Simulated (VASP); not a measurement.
# C (P6_3/mmc) in VASP: single point with HSE06

Aim: the single point of C with HSE06.

Everything below comes from runs of VASP 6.6.1. Logs are shortened: lines on timing, memory, paths and dates and some standing lists are left out, and cuts for length are marked.

## (1) The cell of the first run

The structure is hexagonal, space group P6_3/mmc (No. 194). The conventional cell has a = 2.493 Å, b = 2.493 Å, c = 4.149 Å, α = 90.00°, β = 90.00°, γ = 120.00°. Within 2.0 Å of C (site symmetry 3m) lie 4 C at 1.53 to 1.55 Å.

## (2) Single point, HSE06

POSCAR

```
C
1.0
    2.4933860423      0.0000000000      0.0000000000
   -1.2466930212      2.1593356541      0.0000000000
    0.0000000000      0.0000000000      4.1493803867
C
4
Direct
    0.3333333333      0.6666666667      0.0627505819
    0.6666666667      0.3333333333      0.5627505819
    0.6666666667      0.3333333333      0.9372494181
    0.3333333333      0.6666666667      0.4372494181
```

INCAR.step1

```
PREC = Accurate ; ENCUT = 520
EDIFF = 1E-5 ; ISMEAR = 0
SIGMA = 0.01 ; LREAL = F
LASPH = T ; NELM = 100
ALGO = Normal ; ISIF = 2
LWAVE = T ; LCHARG = F
GGA = PE ; NBANDS = 16
```

INCAR.step2

```
PREC = Accurate ; ENCUT = 520
EDIFF = 1E-6 ; ISMEAR = 0
SIGMA = 0.01 ; LREAL = F
LASPH = T ; NELM = 100
ALGO = Normal ; ISIF = 2
LWAVE = F ; LCHARG = F
GGA = PE ; LHFCALC = T
HFSCREEN = 0.2079 ; PRECFOCK = Normal
ISTART = 1 ; NBANDS = 16
```

KPOINTS

```
Automatic mesh
0
Gamma
  8 8 5
```

Potentials or basis: VASP PAW PBE potentials, release 64 (C).

Started as:

```sh
cat potpaw_PBE.64/C/POTCAR > POTCAR
cp INCAR.step1 INCAR
mpirun -np 1 vasp_std > vasp.out
cp INCAR.step2 INCAR
mpirun -np 1 vasp_std > vasp.out
```

OUTCAR:

```text
PREC = Accurate
   ENCUT = 520
   EDIFF = 1E-6
   ISMEAR = 0
   LREAL = F
   LASPH = T
   NELM = 100
   ISIF = 2
   GGA = PE
   LHFCALC = T
   HFSCREEN = 0.2079
   PRECFOCK = Normal
   ISTART = 1

 ion  position               nearest neighbor table
   1  0.333  0.667  0.063-   3 1.53   3 1.53   3 1.53   4 1.55
   2  0.667  0.333  0.563-   4 1.53   4 1.53   4 1.53   3 1.55
   3  0.667  0.333  0.937-   1 1.53   1 1.53   1 1.53   2 1.55
   4  0.333  0.667  0.437-   2 1.53   2 1.53   2 1.53   1 1.55

  LATTYP: Found a hexagonal cell.
 ALAT       =     2.4933860423
 C/A-ratio  =     1.6641548145

  Lattice vectors:

 A1 = (   2.4933860423,   0.0000000000,   0.0000000000)
 A2 = (  -1.2466930212,   2.1593356541,   0.0000000000)
 A3 = (   0.0000000000,   0.0000000000,   4.1493803867)

Analysis of symmetry for initial positions (statically):
=====================================================================
 Subroutine PRICEL returns:
 Original cell was already a primitive cell.

 Routine SETGRP: Setting up the symmetry group for a
 hexagonal supercell.

 Subroutine GETGRP returns: Found 24 space group operations
 (whereof 12 operations were pure point group operations)
 out of a pool of 24 trial point group operations.

The static configuration has the point symmetry D_3d.
 The point group associated with its full space group is D_6h.

Analysis of symmetry for dynamics (positions and initial velocities):
=====================================================================
 Subroutine PRICEL returns:
 Original cell was already a primitive cell.

 Routine SETGRP: Setting up the symmetry group for a
 hexagonal supercell.

 Subroutine GETGRP returns: Found 24 space group operations
 (whereof 12 operations were pure point group operations)
 out of a pool of 24 trial point group operations.

The dynamic configuration has the point symmetry D_3d.
 The point group associated with its full space group is D_6h.

 Subroutine INISYM returns: Found 24 space group operations
 (whereof 12 operations are pure point group operations),
 and found     1 'primitive' translations

----------------------------------------------------------------------------------------

                                     Primitive cell

  volume of cell :      22.3405

  direct lattice vectors                    reciprocal lattice vectors
     2.493386042  0.000000000  0.000000000     0.401061040  0.231552700  0.000000000
    -1.246693021  2.159335654  0.000000000     0.000000000  0.463105399  0.000000000
     0.000000000  0.000000000  4.149380387     0.000000000  0.000000000  0.240999838

  length of vectors
     2.493386042  2.493386042  4.149380387     0.463105399  0.463105399  0.240999838

  position of ions in fractional coordinates (direct lattice)
     0.333333333  0.666666667  0.062750582
     0.666666667  0.333333333  0.562750582
     0.666666667  0.333333333  0.937249418
     0.333333333  0.666666667  0.437249418

  ion indices of the primitive-cell ions
   primitive index   ion index
                 1           1
                 2           2
                 3           3
                 4           4

----------------------------------------------------------------------------------------

 KPOINTS: Automatic mesh

Automatic generation of k-mesh.
 Grid dimensions read from file:
 generate k-points for:    8    8    5

 Generating k-lattice:

  Cartesian coordinates                     Fractional coordinates (reciprocal lattice)
     0.050132630  0.028944087  0.000000000     0.125000000 -0.000000000  0.000000000
     0.000000000  0.057888175  0.000000000     0.000000000  0.125000000  0.000000000
     0.000000000  0.000000000  0.048199968     0.000000000  0.000000000  0.200000000

  Length of vectors
     0.057888175  0.057888175  0.048199968

  Shift w.r.t. Gamma in fractional coordinates (k-lattice)
     0.000000000  0.000000000  0.000000000

 Subroutine IBZKPT returns following result:
 ===========================================

 Found     30 irreducible k-points:

 Following reciprocal coordinates:
            Coordinates               Weight
  0.000000  0.000000  0.000000      1.000000
  0.125000 -0.000000  0.000000      6.000000
  0.250000 -0.000000  0.000000      6.000000
  0.375000  0.000000  0.000000      6.000000
  0.500000 -0.000000  0.000000      3.000000
  0.125000  0.125000  0.000000      6.000000
[... 16 lines left out ...]
  0.250000 -0.000000  0.400000     12.000000
  0.375000  0.000000  0.400000     12.000000
 [... further k-points ...]
   k-points           NKPTS =     30   k-points in BZ     NKDIM =    320   number of bands    NBANDS=     16
   number of dos      NEDOS =    301   number of ions     NIONS =      4
   total plane-waves  NPLWV =  12800
   dimension x,y,z NGX =    20 NGY =   20 NGZ =   32
   dimension x,y,z NGXF=    40 NGYF=   40 NGZF=   64
   ions per type =               4
   NGX,Y,Z   is equivalent  to a cutoff of  13.33, 13.33, 12.82 a.u.
   NGXF,Y,Z  is equivalent  to a cutoff of  26.67, 26.67, 25.64 a.u.
 SYSTEM =  unknown system
   PREC   = accura    normal or accurate (medium, high low for compatibility)
   ISTART =      1    job   : 0-new  1-cont  2-samecut
   ICHARG =      0    charge: 1-file 2-atom 10-const
   ISPIN  =      1    spin polarized calculation?
   LNONCOLLINEAR =      F non collinear calculations
   LSORBIT =      F    spin-orbit coupling
   LASPH  =      T    aspherical Exc in radial PAW
   ENCUT  =  520.0 eV  38.22 Ry    6.18 a.u.   4.64  4.64  7.72*2*pi/ulx,y,z
   NELM   =    100;   NELMIN=  2; NELMDL=  0     # of ELM steps
   EDIFF  = 0.1E-05   stopping-criterion for ELM
   LREAL  =      F    real-space projection
   EDIFFG = 0.1E-04   stopping-criterion for IOM
   NSW    =      0    number of steps for IOM
   IBRION =     -1    ionic relax: 0-MD 1-quasi-New 2-CG
   NFREE  =      0    steps in history (QN), initial steepest desc. (CG)
   ISIF   =      2    stress and relaxation
   ISYM   =      3    0-nonsym 1-usesym 2-fastsym
   POTIM  = 0.5000    time-step for ionic-motion
   TEBEG  =    0.0;   TEEND  =   0.0 temperature during run
   PSTRESS=    0.0 pullay stress
   NELECT =      16.0000    total number of electrons
   NUPDOWN=      -1.0000    fix difference up-down
   EMIN   =  10.00;   EMAX   =-10.00  energy-range for DOS
   EFERMI =   0.00;   METHOD = LEGACY
   ISMEAR =     0;   SIGMA  =   0.01  broadening in eV -4-tet -1-fermi 0-gaus
   EFERMI_NEDOS =   21; number of points for ismear=-14 and -15
   IALGO  =     38    algorithm
   IMIX   =      1    mixing-type and parameters
     AMIX     =   0.40;   BMIX     =  1.00
     AMIX_MAG =   1.60;   BMIX_MAG =  1.00
  volume/ion in A,a.u.               =       5.59        37.69
  Fermi-wavevector in a.u.,A,eV,Ry     =   1.464706  2.767893 29.189452  2.145364
  Thomas-Fermi vector in A             =   2.580650
   LORBIT       =      0    0 simple, 1 ext, 2 COOP (PROOUT), +10 PAW based schemes
   GGA     = PE    functional components
   LHFCALC =     T    Hartree Fock is set to
   PRECFOCK=normal    Normal, Fast or Accurate (Low or Medium for compatibility)
   ENCUT4O =  -1.0   cutoff for four orbital integrals eV
   NKREDX  =     1    reduce k-point grid by
   NKREDY  =     1    reduce k-point grid by
   NKREDZ  =     1    reduce k-point grid by
   AEXX    =    0.2500 exact exchange contribution
   HFSCREEN=    0.2079 screening length (either q_TF or 0.3 A-1)
   HFSCREENC=   0.2079 screening length for correlation (either q_TF or 0.3 A-1)
   ENCUTFOCK=  -1.0 apply spherical cutoff to Coloumb kernel
   IVDW    =     0    specifies the selected vdW correction
   LEPSILON=     F    determine dielectric tensor
   LRPA    =     F    only Hartree local field effects (RPA)
 non-spin polarized calculation
 Gauss-broadening in eV      SIGMA  =   0.01
  energy-cutoff  :      520.00
  volume of cell :       22.34
 maximum number of plane-waves:       613
 NGX is ok and might be reduce to    20
  NGX = 14; NGY = 14; NGZ = 24

 number of electron      15.9999999 magnetization

 Free energy of the ion-electron system (eV)
  ---------------------------------------------------
  ext. energy  EPLUGINS =         0.00000000
  ---------------------------------------------------
  free energy    TOTEN  =       -41.99826146 eV

  energy without entropy =      -41.99826146  energy(sigma->0) =      -41.99826146

 E-fermi :   9.7953     XC(G=0): -10.8761

 val. band max:        9.6476477054   @ k =   0.0000   0.0000   0.0000
 cond. band min:      14.3638139364   @ k =   0.3750   0.2500   0.0000
 fundamental gap:      4.7161662309
 Fermi energy:         9.7953097257

 k-point     1 :       0.0000    0.0000    0.0000
  band No.  band energies     occupation
      1     -14.4432      2.00000
      2      -8.3559      2.00000
      3      -5.4878      2.00000
      4       6.2399      2.00000
      5       6.2399      2.00000
      6       9.1521      2.00000
[... 8 lines left out ...]
     15      26.1599      0.00000
     16      29.0419      0.00000

 k-point     2 :       0.1250   -0.0000    0.0000
  band No.  band energies     occupation
      1     -14.0190      2.00000
      2      -7.9701      2.00000
      3      -5.0924      2.00000
      4       4.2872      2.00000
      5       5.4415      2.00000
      6       7.9857      2.00000
[... 8 lines left out ...]
     15      26.6631      0.00000
     16      27.3659      0.00000

 k-point     3 :       0.2500   -0.0000    0.0000
  band No.  band energies     occupation
      1     -12.7580      2.00000
      2      -6.8213      2.00000
      3      -4.0006      2.00000
      4       0.4493      2.00000
      5       3.9912      2.00000
      6       4.6188      2.00000
[... 8 lines left out ...]
     15      26.0402      0.00000
     16      27.6265      0.00000
[... 362 lines left out ...]
 k-point    23 :       0.2500   -0.0000    0.4000
  band No.  band energies     occupation
      1     -11.5974      2.00000
      2     -10.1765      2.00000
      3       0.5018      2.00000
      4       1.8735      2.00000
      5       2.4767      2.00000
      6       4.7206      2.00000
[... 8 lines left out ...]
     15      26.0780      0.00000
     16      27.0376      0.00000

 k-point    24 :       0.3750    0.0000    0.4000
  band No.  band energies     occupation
      1      -9.5851      2.00000
      2      -8.2044      2.00000
      3      -2.7801      2.00000
      4      -1.4969      2.00000
      5       2.7223      2.00000
      6       3.8819      2.00000
[... 8 lines left out ...]
     15      26.5341      0.00000
     16      28.5721      0.00000

 [... further k-points ...]

------------------------ aborting loop because EDIFF is reached ----------------------------------------

  FORCE on cell =-STRESS in cart. coord.  units (eV):
  Direction    XX          YY          ZZ          XY          YZ          ZX
  --------------------------------------------------------------------------------------
  -------------------------------------------------------------------------------------
  Total        0.1366826      0.1366826      0.1229532     -0.0000000     -0.0000000      0.0000000
  in kB        9.8023642      9.8023642      8.8177460     -0.0000000     -0.0000000      0.0000000
  external PRESSURE =       9.4741581 kB  Pullay stress =       0.0000000 kB

 VOLUME and BASIS-vectors are now :
 -----------------------------------------------------------------------------
  energy-cutoff  :      520.00
  volume of cell :       22.34
      direct lattice vectors                 reciprocal lattice vectors
     2.493386042  0.000000000  0.000000000     0.401061040  0.231552700  0.000000000
    -1.246693021  2.159335654  0.000000000     0.000000000  0.463105399  0.000000000
     0.000000000  0.000000000  4.149380387     0.000000000  0.000000000  0.240999838

 POSITION                                       TOTAL-FORCE (eV/Angst)
 -----------------------------------------------------------------------------------
     -0.00000      1.43956      0.26038        -0.000000      0.000000      0.005359
      1.24669      0.71978      2.33507         0.000000     -0.000000      0.005359
      1.24669      0.71978      3.88900         0.000000     -0.000000     -0.005359
     -0.00000      1.43956      1.81431        -0.000000     -0.000000     -0.005359
 -----------------------------------------------------------------------------------
    total drift:                               -0.000000     -0.000000     -0.000000

  FREE ENERGIE OF THE ION-ELECTRON SYSTEM (eV)
  ---------------------------------------------------
  free  energy   TOTEN  =       -41.9982614602 eV

  energy  without entropy=      -41.9982614602  energy(sigma->0) =      -41.99826146
```

Wall time 31 min (1 thread of Intel Xeon Platinum 8488C (Sapphire Rapids), shared host); peak memory 0.24 GiB.

Results:

```
Free energy            : -41.9983 eV
Pressure               : 0.9 GPa
Largest force          : 0.005 eV/Å
Band gap on the k mesh : 4.72 eV (least direct gap 6.34 eV)
```

Forces on the atoms (eV/Å):
```
C    0.000  0.000  0.005
C    0.000  0.000  0.005
C    0.000  0.000 -0.005
C    0.000  0.000 -0.005
```

Stress tensor (GPa, compression positive):
```
0.98 0.00 0.00
0.00 0.98 0.00
0.00 0.00 0.88
```

Levels at points of the mesh, in eV from the valence-band top:
```tsv
k point	band 4	band 5	band 6	band 7	band 8	band 9	band 10	band 11	band 12	band 13
(0.00, 0.00, 0.00)	-3.41	-3.41	-0.50	0.00	0.00	6.34	6.34	6.77	9.80	11.32
(0.50, 0.00, 0.00)	-11.12	-10.23	-7.15	-6.51	-3.48	5.68	9.45	9.91	10.00	13.02
```

Caveat: the PAW data sets were made with another functional, which shifts forces and pressure a little; an odd mesh through Γ misses points on the zone boundary, where band edges can lie.
